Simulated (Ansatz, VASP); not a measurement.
**Re in VASP and in Ansatz**

```
Re
1.0
     0.00000    1.95772    1.95772
     1.95772    0.00000    1.95772
     1.95772    1.95772    0.00000
Re
1
Direct
  0.00000 0.00000 0.00000
```

Alike in both runs: task relaxation of cell and atoms; functional LDA; k mesh 18 × 18 × 18; occupations gaussian, width 0.1 eV; no spin polarisation.

```csv
,VASP,Ansatz
version,VASP 6.6.1,Ansatz 0.2.0
potentials or method,"VASP PAW LDA potentials, release 64 (Re), cutoff 600 eV","scalar-relativistic, plane waves, PAW"
valence electrons in the cell,7,15
```

Ansatz gave:

```
gap on the k mesh at the Fermi level, each at its own relaxed structure (eV) : none
relaxed volume (Å³/atom)                                                     : 14.38
relaxed cell length with the largest relative difference (Å)                 : 2.730
```

Question: Which values does VASP return?

Answer: gap on the k mesh at the Fermi level, each at its own relaxed structure (eV): none; relaxed volume (Å³/atom): 14.44; relaxed cell length with the largest relative difference (Å): 2.733.

LDA's correlation is that of Perdew and Zunger in VASP and of Perdew and Wang (1992) in Ansatz. A gap of «none» marks a metal or a gap that the smearing closes. VASP's potentials hold 7 valence electrons a cell and Ansatz's 15, so a difference there can come from the potentials and not from the codes.

Spin-orbit coupling is off throughout.
